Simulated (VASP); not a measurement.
# ZrH (P4_2/mmc) in VASP: single point with r2SCAN

Aim: the single point of ZrH with r2SCAN.

All numbers are computed with VASP 6.6.1; they aren't measurements. Logs are shortened: lines on timing, memory, paths and dates and some standing lists are left out, and cuts for length are marked.

### Step 1. The cell of the first run

It takes space group P4_2/mmc (No. 131, tetragonal). The conventional cell has a = 3.244 Å, b = 3.244 Å, c = 4.980 Å, α = 90.00°, β = 90.00°, γ = 90.00°. Within 2.7 Å of Zr (site symmetry mmm) lie 4 H at 2.04 Å. H (site symmetry -4m2) has 4 Zr at 2.04 Å and 2 H at 2.49 Å within 2.7 Å.

### Step 2. Single point, r2SCAN

POSCAR

```
ZrH
1.0
    3.2443703970      0.0000000000      0.0000000000
    0.0000000000      3.2443703970      0.0000000000
    0.0000000000      0.0000000000      4.9803155784
Zr H
2 2
Direct
    0.0000000000      0.5000000000      0.5000000000
    0.5000000000      0.0000000000      0.0000000000
    0.5000000000      0.5000000000      0.2500000000
    0.5000000000      0.5000000000      0.7500000000
```

INCAR.step1

```
SYSTEM = ZrH
  ALGO = Normal
  EDIFF = 1E-4
  ENCUT = 520
  GGA = PE
  ISMEAR = 0
  LASPH = .True.
  LCHARG = .False.
  LREAL = .False.
  LWAVE = .True.
  NBANDS = 21
  NELM = 100
  PREC = Accurate
  SIGMA = 0.1
```

INCAR.step2

```
SYSTEM = ZrH
  ALGO = Normal
  EDIFF = 1E-6
  ENCUT = 520
  ISIF = 2
  ISMEAR = 0
  ISTART = 1
  LASPH = .True.
  LCHARG = .False.
  LMIXTAU = .True.
  LREAL = .False.
  LWAVE = .False.
  METAGGA = R2SCAN
  NBANDS = 21
  NELM = 100
  PREC = Accurate
  SIGMA = 0.1
```

KPOINTS

```
k-points
0
Gamma
  14 14 10
  0 0 0
```

Potentials or basis: VASP PAW PBE potentials, release 64 (Zr_sv, H).

Started as:

```bash
$ cat potpaw_PBE.64/Zr_sv/POTCAR potpaw_PBE.64/H/POTCAR > POTCAR
$ cp INCAR.step1 INCAR
$ mpirun -np 1 vasp_std > vasp.out
$ cp INCAR.step2 INCAR
$ mpirun -np 1 vasp_std > vasp.out
```

OUTCAR:

```text
SYSTEM = ZrH
   EDIFF = 1E-6
   ENCUT = 520
   ISIF = 2
   ISMEAR = 0
   ISTART = 1
   LASPH = .True.
   LREAL = .False.
   METAGGA = R2SCAN
   NELM = 100
   PREC = Accurate

 ion  position               nearest neighbor table
   1  0.000  0.500  0.500-   3 2.04   4 2.04   3 2.04   4 2.04   2 3.39   2 3.39   2 3.39   2 3.39
                             2 3.39   2 3.39   2 3.39   2 3.39
   2  0.500  0.000  0.000-   3 2.04   4 2.04   3 2.04   4 2.04   1 3.39   1 3.39   1 3.39   1 3.39
                             1 3.39   1 3.39   1 3.39   1 3.39
   3  0.500  0.500  0.250-   1 2.04   2 2.04   2 2.04   1 2.04
   4  0.500  0.500  0.750-   1 2.04   2 2.04   2 2.04   1 2.04

  LATTYP: Found a simple tetragonal cell.
 ALAT       =     3.2443703970
 C/A-ratio  =     1.5350638087

  Lattice vectors:

 A1 = (   3.2443703970,   0.0000000000,   0.0000000000)
 A2 = (   0.0000000000,   3.2443703970,   0.0000000000)
 A3 = (   0.0000000000,   0.0000000000,   4.9803155784)

Analysis of symmetry for initial positions (statically):
=====================================================================
 Subroutine PRICEL returns:
 Original cell was already a primitive cell.

 Routine SETGRP: Setting up the symmetry group for a
 simple tetragonal supercell.

 Subroutine GETGRP returns: Found 16 space group operations
 (whereof  8 operations were pure point group operations)
 out of a pool of 16 trial point group operations.

The static configuration has the point symmetry D_2h.
 The point group associated with its full space group is D_4h.

Analysis of symmetry for dynamics (positions and initial velocities):
=====================================================================
 Subroutine PRICEL returns:
 Original cell was already a primitive cell.

 Routine SETGRP: Setting up the symmetry group for a
 simple tetragonal supercell.

 Subroutine GETGRP returns: Found 16 space group operations
 (whereof  8 operations were pure point group operations)
 out of a pool of 16 trial point group operations.

The dynamic configuration has the point symmetry D_2h.
 The point group associated with its full space group is D_4h.

 Subroutine INISYM returns: Found 16 space group operations
 (whereof  8 operations are pure point group operations),
 and found     1 'primitive' translations

----------------------------------------------------------------------------------------

                                     Primitive cell

  volume of cell :      52.4225

  direct lattice vectors                    reciprocal lattice vectors
     3.244370397  0.000000000  0.000000000     0.308226213  0.000000000  0.000000000
     0.000000000  3.244370397  0.000000000     0.000000000  0.308226213  0.000000000
     0.000000000  0.000000000  4.980315578     0.000000000  0.000000000  0.200790489

  length of vectors
     3.244370397  3.244370397  4.980315578     0.308226213  0.308226213  0.200790489

  position of ions in fractional coordinates (direct lattice)
     0.000000000  0.500000000  0.500000000
     0.500000000  0.000000000  0.000000000
     0.500000000  0.500000000  0.250000000
     0.500000000  0.500000000  0.750000000

  ion indices of the primitive-cell ions
   primitive index   ion index
                 1           1
                 2           2
                 3           3
                 4           4

----------------------------------------------------------------------------------------

 KPOINTS: k-points

Automatic generation of k-mesh.
 Grid dimensions read from file:
 generate k-points for:   14   14   10

 Generating k-lattice:

  Cartesian coordinates                     Fractional coordinates (reciprocal lattice)
     0.022016158  0.000000000  0.000000000     0.071428571  0.000000000  0.000000000
     0.000000000  0.022016158  0.000000000     0.000000000  0.071428571  0.000000000
     0.000000000  0.000000000  0.020079049     0.000000000  0.000000000  0.100000000

  Length of vectors
     0.022016158  0.022016158  0.020079049

  Shift w.r.t. Gamma in fractional coordinates (k-lattice)
     0.000000000  0.000000000  0.000000000

 Subroutine IBZKPT returns following result:
 ===========================================

 Found    216 irreducible k-points:

 Following reciprocal coordinates:
            Coordinates               Weight
  0.000000  0.000000  0.000000      1.000000
  0.071429  0.000000  0.000000      4.000000
  0.142857  0.000000  0.000000      4.000000
  0.214286  0.000000  0.000000      4.000000
  0.285714  0.000000  0.000000      4.000000
  0.357143  0.000000  0.000000      4.000000
[... 16 lines left out ...]
  0.285714  0.214286  0.000000      8.000000
  0.357143  0.214286  0.000000      8.000000
 [... further k-points ...]
   k-points           NKPTS =    216   k-points in BZ     NKDIM =    216   number of bands    NBANDS=     21
   number of dos      NEDOS =    301   number of ions     NIONS =      4
   total plane-waves  NPLWV =  23040
   dimension x,y,z NGX =    24 NGY =   24 NGZ =   40
   dimension x,y,z NGXF=    48 NGYF=   48 NGZF=   80
   ions per type =               2   2
   NGX,Y,Z   is equivalent  to a cutoff of  12.30, 12.30, 13.35 a.u.
   NGXF,Y,Z  is equivalent  to a cutoff of  24.60, 24.60, 26.70 a.u.
 SYSTEM =  ZrH
   PREC   = accura    normal or accurate (medium, high low for compatibility)
   ISTART =      1    job   : 0-new  1-cont  2-samecut
   ICHARG =      0    charge: 1-file 2-atom 10-const
   ISPIN  =      1    spin polarized calculation?
   LNONCOLLINEAR =      F non collinear calculations
   LSORBIT =      F    spin-orbit coupling
   LASPH  =      T    aspherical Exc in radial PAW
   ENCUT  =  520.0 eV  38.22 Ry    6.18 a.u.   6.03  6.03  9.26*2*pi/ulx,y,z
   NELM   =    100;   NELMIN=  2; NELMDL=  0     # of ELM steps
   EDIFF  = 0.1E-05   stopping-criterion for ELM
   LREAL  =      F    real-space projection
   EDIFFG = 0.1E-04   stopping-criterion for IOM
   NSW    =      0    number of steps for IOM
   IBRION =     -1    ionic relax: 0-MD 1-quasi-New 2-CG
   NFREE  =      0    steps in history (QN), initial steepest desc. (CG)
   ISIF   =      2    stress and relaxation
   ISYM   =      2    0-nonsym 1-usesym 2-fastsym
   POTIM  = 0.5000    time-step for ionic-motion
   TEBEG  =    0.0;   TEEND  =   0.0 temperature during run
   PSTRESS=    0.0 pullay stress
   NELECT =      26.0000    total number of electrons
   NUPDOWN=      -1.0000    fix difference up-down
   EMIN   =  10.00;   EMAX   =-10.00  energy-range for DOS
   EFERMI =   0.00;   METHOD = LEGACY
   ISMEAR =     0;   SIGMA  =   0.10  broadening in eV -4-tet -1-fermi 0-gaus
   EFERMI_NEDOS =   21; number of points for ismear=-14 and -15
   IALGO  =     38    algorithm
   IMIX   =      4    mixing-type and parameters
     AMIX     =   0.40;   BMIX     =  1.00
     AMIX_MAG =   1.60;   BMIX_MAG =  1.00
  volume/ion in A,a.u.               =      13.11        88.44
  Fermi-wavevector in a.u.,A,eV,Ry     =   1.295866  2.448831 22.847832  1.679268
  Thomas-Fermi vector in A             =   2.427358
   LORBIT       =      0    0 simple, 1 ext, 2 COOP (PROOUT), +10 PAW based schemes
   METAGGA = R2SCAN    functional components
   LHFCALC =     F    Hartree Fock is set to
   AEXX    =    0.0000 exact exchange contribution
   IVDW    =     0    specifies the selected vdW correction
   LEPSILON=     F    determine dielectric tensor
   LRPA    =     F    only Hartree local field effects (RPA)
 non-spin polarized calculation
 Gauss-broadening in eV      SIGMA  =   0.10
  energy-cutoff  :      520.00
  volume of cell :       52.42
 maximum number of plane-waves:      1432
   NGX = 13   NGY = 13   NGZ = 19

 number of electron      25.9999998 magnetization

 Free energy of the ion-electron system (eV)
  ---------------------------------------------------
  ext. energy  EPLUGINS =         0.00000000
  ---------------------------------------------------
  free energy    TOTEN  =       -54.39259636 eV

  energy without entropy =      -54.38368683  energy(sigma->0) =      -54.38814160

 E-fermi :   8.2292     XC(G=0): -11.8148

 val. band max:        8.2272539302   @ k =   0.2143   0.0714   0.1000
 cond. band min:       8.2528699881   @ k =   0.2857   0.0000   0.5000
 fundamental gap:      0.0256160579
 Fermi energy:         8.2292077227

 k-point     1 :       0.0000    0.0000    0.0000
  band No.  band energies     occupation
      1     -42.4877      2.00000
      2     -42.3781      2.00000
      3     -20.1554      2.00000
      4     -19.6518      2.00000
      5     -19.6518      2.00000
      6     -19.4470      2.00000
[... 13 lines left out ...]
     20      13.1452      0.00000
     21      14.4630      0.00000

 k-point     2 :       0.0714    0.0000    0.0000
  band No.  band energies     occupation
      1     -42.4841      2.00000
      2     -42.3772      2.00000
      3     -20.1435      2.00000
      4     -19.6775      2.00000
      5     -19.6477      2.00000
      6     -19.4524      2.00000
[... 13 lines left out ...]
     20      13.0950      0.00000
     21      14.8762      0.00000

 k-point     3 :       0.1429    0.0000    0.0000
  band No.  band energies     occupation
      1     -42.4739      2.00000
      2     -42.3750      2.00000
      3     -20.1089      2.00000
      4     -19.7494      2.00000
      5     -19.6361      2.00000
      6     -19.5274      2.00000
[... 13 lines left out ...]
     20      13.2339      0.00000
     21      15.7015      0.00000
[... 457 lines left out ...]
 k-point    23 :       0.2857    0.2143    0.0000
  band No.  band energies     occupation
      1     -42.4151      2.00000
      2     -42.3612      2.00000
      3     -19.9971      2.00000
      4     -19.9089      2.00000
      5     -19.7823      2.00000
      6     -19.7441      2.00000
[... 13 lines left out ...]
     20      14.8168      0.00000
     21      15.1830      0.00000

 k-point    24 :       0.3571    0.2143    0.0000
  band No.  band energies     occupation
      1     -42.3980      2.00000
      2     -42.3603      2.00000
      3     -20.0913      2.00000
      4     -19.8702      2.00000
      5     -19.8424      2.00000
      6     -19.7352      2.00000
[... 13 lines left out ...]
     20      14.7701      0.00000
     21      15.5365      0.00000

 [... further k-points ...]
[... 5 lines left out ...]
  --------------------------------------------------------------------------------------
  -------------------------------------------------------------------------------------
  Total       -0.0149118     -0.0149118     -0.0283091      0.0000000      0.0000000      0.0000000
  in kB       -0.4557475     -0.4557475     -0.8652052      0.0000000      0.0000000      0.0000000
  external PRESSURE =      -0.5922334 kB  Pullay stress =       0.0000000 kB

 VOLUME and BASIS-vectors are now :
 -----------------------------------------------------------------------------
  energy-cutoff  :      520.00
  volume of cell :       52.42
      direct lattice vectors                 reciprocal lattice vectors
     3.244370397  0.000000000  0.000000000     0.308226213  0.000000000  0.000000000
     0.000000000  3.244370397  0.000000000     0.000000000  0.308226213  0.000000000
     0.000000000  0.000000000  4.980315578     0.000000000  0.000000000  0.200790489

 POSITION                                       TOTAL-FORCE (eV/Angst)
 -----------------------------------------------------------------------------------
      0.00000      1.62219      2.49016        -0.000000     -0.000000      0.000000
      1.62219      0.00000      0.00000        -0.000000     -0.000000      0.000000
      1.62219      1.62219      1.24508         0.000000      0.000000      0.000000
      1.62219      1.62219      3.73524        -0.000000     -0.000000     -0.000000
 -----------------------------------------------------------------------------------
    total drift:                                0.000000      0.000000     -0.000000

  FREE ENERGIE OF THE ION-ELECTRON SYSTEM (eV)
  ---------------------------------------------------
  free  energy   TOTEN  =       -54.3925963604 eV

  energy  without entropy=      -54.3836868302  energy(sigma->0) =      -54.38814160
```

Run time: 6.9 min. Hardware: 1 thread of AMD EPYC 9R45 (Zen 5), shared host; peak memory 0.29 GiB.

What came out:

| Property | Result |
| --- | --- |
| Free energy | -54.3926 eV |
| Pressure | -0.1 GPa |
| Band gap on the k mesh | zero (band 13 reaches 8.65 eV, above the bottom of band 14 at 7.51 eV) |

Caveat: the PAW data sets were made with another functional, which shifts forces and pressure a little.
